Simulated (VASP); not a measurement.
# Pb2O (Pn-3m) in VASP: further runs, part 2 of 2

VASP 6.6.1. Earlier steps stand in the parts before.

## Step 3: Electric field gradients, r2SCAN

Input file POSCAR:

```
Pb2O
1.0
    5.3800000000      0.0000000000      0.0000000000
    0.0000000000      5.3800000000      0.0000000000
    0.0000000000      0.0000000000      5.3800000000
Pb O
4 2
Direct
    0.2500000000      0.2500000000      0.2500000000
    0.7500000000      0.7500000000      0.2500000000
    0.2500000000      0.7500000000      0.7500000000
    0.7500000000      0.2500000000      0.7500000000
    0.0000000000      0.0000000000      0.0000000000
    0.5000000000      0.5000000000      0.5000000000
```

Input file INCAR.step1:

```
  ALGO = Normal
  EDIFF = 1E-4
  ENCUT = 520
  GGA = PE
  ISMEAR = -1
  LASPH = T
  LCHARG = F
  LREAL = F
  LWAVE = T
  NBANDS = 43
  NELM = 60
  PREC = Accurate
  SIGMA = 0.05
```

Input file INCAR.step2:

```
  ALGO = Normal
  EDIFF = 1E-8
  ENCUT = 520
  ISIF = 2
  ISMEAR = -1
  ISTART = 1
  LASPH = T
  LCHARG = F
  LEFG = T
  LMIXTAU = T
  LREAL = F
  LWAVE = F
  METAGGA = R2SCAN
  NBANDS = 43
  NELM = 60
  PREC = Accurate
  SIGMA = 0.05
```

Input file KPOINTS:

```
k-points
0
Gamma
  6 6 6
```

Potentials or basis: VASP PAW PBE potentials, release 64 (Pb_d, O).

Started as:

```sh
$ cat potpaw_PBE.64/Pb_d/POTCAR potpaw_PBE.64/O/POTCAR > POTCAR
$ cp INCAR.step1 INCAR
$ mpirun -np 1 vasp_std > vasp.out
$ cp INCAR.step2 INCAR
$ mpirun -np 1 vasp_std > vasp.out
```

OUTCAR:

```text
EDIFF = 1E-8
   ENCUT = 520
   ISIF = 2
   ISMEAR = -1
   ISTART = 1
   LASPH = T
   LREAL = F
   METAGGA = R2SCAN
   NELM = 60
   PREC = Accurate

 ion  position               nearest neighbor table
   1  0.250  0.250  0.250-   5 2.33   6 2.33   4 3.80   2 3.80   3 3.80   3 3.80   4 3.80   2 3.80
                             3 3.80   3 3.80   2 3.80   4 3.80   4 3.80   2 3.80
   2  0.750  0.750  0.250-   5 2.33   6 2.33   4 3.80   1 3.80   3 3.80   3 3.80   4 3.80   1 3.80
                             4 3.80   4 3.80   1 3.80   3 3.80   3 3.80   1 3.80
   3  0.250  0.750  0.750-   5 2.33   6 2.33   4 3.80   1 3.80   2 3.80   1 3.80   2 3.80   1 3.80
                             4 3.80   1 3.80   2 3.80   4 3.80   2 3.80   4 3.80
   4  0.750  0.250  0.750-   5 2.33   6 2.33   3 3.80   1 3.80   2 3.80   1 3.80   2 3.80   2 3.80
                             3 3.80   2 3.80   1 3.80   3 3.80   1 3.80   3 3.80
   5  0.000  0.000  0.000-   1 2.33   2 2.33   3 2.33   4 2.33
   6  0.500  0.500  0.500-   1 2.33   2 2.33   3 2.33   4 2.33

  LATTYP: Found a simple cubic cell.
 ALAT       =     5.3800000000

  Lattice vectors:

 A1 = (   5.3800000000,   0.0000000000,   0.0000000000)
 A2 = (   0.0000000000,   5.3800000000,   0.0000000000)
 A3 = (   0.0000000000,   0.0000000000,   5.3800000000)

Analysis of symmetry for initial positions (statically):
=====================================================================
 Subroutine PRICEL returns:
 Original cell was already a primitive cell.

 Routine SETGRP: Setting up the symmetry group for a
 simple cubic supercell.

 Subroutine GETGRP returns: Found 48 space group operations
 (whereof 24 operations were pure point group operations)
 out of a pool of 48 trial point group operations.

The static configuration has the point symmetry T_d .
 The point group associated with its full space group is O_h .

Analysis of symmetry for dynamics (positions and initial velocities):
=====================================================================
 Subroutine PRICEL returns:
 Original cell was already a primitive cell.

 Routine SETGRP: Setting up the symmetry group for a
 simple cubic supercell.

 Subroutine GETGRP returns: Found 48 space group operations
 (whereof 24 operations were pure point group operations)
 out of a pool of 48 trial point group operations.

The dynamic configuration has the point symmetry T_d .
 The point group associated with its full space group is O_h .

 Subroutine INISYM returns: Found 48 space group operations
 (whereof 24 operations are pure point group operations),
 and found     1 'primitive' translations

----------------------------------------------------------------------------------------

                                     Primitive cell

  volume of cell :     155.7209

  direct lattice vectors                    reciprocal lattice vectors
     5.380000000  0.000000000  0.000000000     0.185873606  0.000000000  0.000000000
     0.000000000  5.380000000  0.000000000     0.000000000  0.185873606  0.000000000
     0.000000000  0.000000000  5.380000000     0.000000000  0.000000000  0.185873606

  length of vectors
     5.380000000  5.380000000  5.380000000     0.185873606  0.185873606  0.185873606

[... 109 lines left out ...]
   LHFCALC =     F    Hartree Fock is set to
   AEXX    =    0.0000 exact exchange contribution
   IVDW    =     0    specifies the selected vdW correction
   LEPSILON=     F    determine dielectric tensor
   LRPA    =     F    only Hartree local field effects (RPA)
 non-spin polarized calculation
  energy-cutoff  :      520.00
  volume of cell :      155.72
 maximum number of plane-waves:      4224
   NGX = 21   NGY = 21   NGZ = 21

 number of electron      68.0000031 magnetization

 Free energy of the ion-electron system (eV)
  ---------------------------------------------------
  ext. energy  EPLUGINS =         0.00000000
  ---------------------------------------------------
  free energy    TOTEN  =      -239.69921113 eV

  energy without entropy =     -239.68826571  energy(sigma->0) =     -239.69373842

 E-fermi :   4.8591     XC(G=0): -10.1281

 val. band max:        4.7552515157   @ k =   0.3333   0.3333   0.0000
 cond. band min:       4.8616369740   @ k =   0.5000   0.3333   0.3333
 fundamental gap:      0.1063854583
 Fermi energy:         4.8590603507

 k-point     1 :       0.0000    0.0000    0.0000
  band No.  band energies     occupation
      1     -14.6938      2.00000
      2     -13.6475      2.00000
      3     -12.2317      2.00000
      4     -12.2317      2.00000
      5     -12.1744      2.00000
      6     -12.1744      2.00000
[... 909 lines left out ...]
     42      13.0933      0.00000
     43      13.0933      0.00000

------------------------ aborting loop because EDIFF is reached ----------------------------------------

  FORCE on cell =-STRESS in cart. coord.  units (eV):
  Direction    XX          YY          ZZ          XY          YZ          ZX
  --------------------------------------------------------------------------------------
  -------------------------------------------------------------------------------------
  Total        1.1189490      1.1189490      1.1189490      0.0000000      0.0000000      0.0000000
  in kB       11.5126167     11.5126167     11.5126167      0.0000000      0.0000000      0.0000000
  external PRESSURE =      11.5126167 kB  Pullay stress =       0.0000000 kB

 VOLUME and BASIS-vectors are now :
 -----------------------------------------------------------------------------
  energy-cutoff  :      520.00
  volume of cell :      155.72
      direct lattice vectors                 reciprocal lattice vectors
     5.380000000  0.000000000  0.000000000     0.185873606  0.000000000  0.000000000
     0.000000000  5.380000000  0.000000000     0.000000000  0.185873606  0.000000000
     0.000000000  0.000000000  5.380000000     0.000000000  0.000000000  0.185873606

 POSITION                                       TOTAL-FORCE (eV/Angst)
 -----------------------------------------------------------------------------------
      1.34500      1.34500      1.34500        -0.000000      0.000000     -0.000000
      4.03500      4.03500      1.34500        -0.000000     -0.000000     -0.000000
      1.34500      4.03500      4.03500         0.000000     -0.000000     -0.000000
      4.03500      1.34500      4.03500         0.000000      0.000000      0.000000
      0.00000      0.00000      0.00000        -0.000000      0.000000      0.000000
      2.69000      2.69000      2.69000        -0.000000      0.000000      0.000000
 -----------------------------------------------------------------------------------
    total drift:                                0.000000      0.000000     -0.000000

  FREE ENERGIE OF THE ION-ELECTRON SYSTEM (eV)
  ---------------------------------------------------
  free  energy   TOTEN  =      -239.6992111320 eV

  energy  without entropy=     -239.6882657054  energy(sigma->0) =     -239.69373842

 Electric field gradients (V/A^2)
---------------------------------------------------------------------
 ion       V_xx      V_yy      V_zz      V_xy      V_xz      V_yz
---------------------------------------------------------------------
   1      -0.000    -0.000     0.000   -18.149   -18.149   -18.149
   2      -0.000     0.000     0.000   -18.149    18.149    18.149
   3       0.000     0.000     0.000    18.149    18.149   -18.149
   4      -0.000     0.000     0.000    18.149   -18.149    18.149
   5       0.000     0.000    -0.000    -0.000    -0.000     0.000
   6       0.000     0.000    -0.000     0.000     0.000     0.000
---------------------------------------------------------------------

 Electric field gradients after diagonalization (V/A^2)
 (convention: |V_zz| > |V_xx| > |V_yy|)
----------------------------------------------------------------------
 ion       V_xx      V_yy      V_zz     asymmetry (V_yy - V_xx)/ V_zz
----------------------------------------------------------------------
   1      18.149    18.149   -36.298       0.000
   2      18.149    18.149   -36.298       0.000
   3      18.149    18.149   -36.298       0.000
   4      18.149    18.149   -36.298       0.000
   5       0.000     0.000    -0.000       0.220
   6       0.000     0.000    -0.000       0.301
----------------------------------------------------------------------

           NMR quadrupolar parameters

 Cq : quadrupolar parameter    Cq=e*Q*V_zz/h
 eta: asymmetry parameters     (V_yy - V_xx)/ V_zz
 Q  : nuclear electric quadrupole moment in mb (millibarn)
----------------------------------------------------------------------
 ion       Cq(MHz)       eta       Q (mb)
----------------------------------------------------------------------
   1      -0.088       0.000       1.000
   2      -0.088       0.000       1.000
   3      -0.088       0.000       1.000
   4      -0.088       0.000       1.000
   5      -0.000       0.220       1.000
   6      -0.000       0.301       1.000
----------------------------------------------------------------------
```

Wall time 5 min (1 thread of Intel Xeon Platinum 8559C (Emerald Rapids), shared host); peak memory 0.31 GiB.

Results:

```yaml
Free_energy: -239.6992 eV
Pressure: 1.2 GPa
Band_gap_on_the_k_mesh: zero (bands 34 and 35 overlap by 0.99 eV)
Largest_electric_field_gradient_by_atom: Pb -36.3; O +0.0 V/Å²
```

Levels at points of the mesh, in eV from the Fermi level:
| k point | band 31 | band 32 | band 33 | band 34 | band 35 | band 36 | band 37 | band 38 |
| --- | --- | --- | --- | --- | --- | --- | --- | --- |
| (0.00, 0.00, 0.00) | -2.10 | -0.59 | -0.59 | -0.59 | 2.18 | 2.18 | 2.18 | 3.11 |
| (0.50, 0.00, 0.00) | -1.02 | -1.02 | -0.58 | -0.58 | 1.18 | 1.18 | 2.08 | 2.08 |
| (0.50, 0.50, 0.00) | -1.25 | -1.25 | -0.13 | -0.13 | 1.60 | 1.60 | 2.05 | 2.05 |
| (0.50, 0.50, 0.50) | -0.92 | -0.92 | -0.89 | -0.89 | -0.89 | 1.72 | 4.83 | 4.83 |

Electric field gradients, principal values (V/Å²):
```csv
atom,least,middle,greatest (by size)
1 Pb,18.149,18.149,-36.298
2 Pb,18.149,18.149,-36.298
3 Pb,18.149,18.149,-36.298
4 Pb,18.149,18.149,-36.298
5 O,0.000,0.000,0.000
6 O,0.000,0.000,0.000
```

Caveat: without QUAD_EFG the Cq values of the log hold for a quadrupole moment of 1 mb, not for the nuclei; the PAW data sets were made with another functional, which shifts forces and pressure a little; spin-orbit coupling is left out, which moves the levels of the heavy elements.
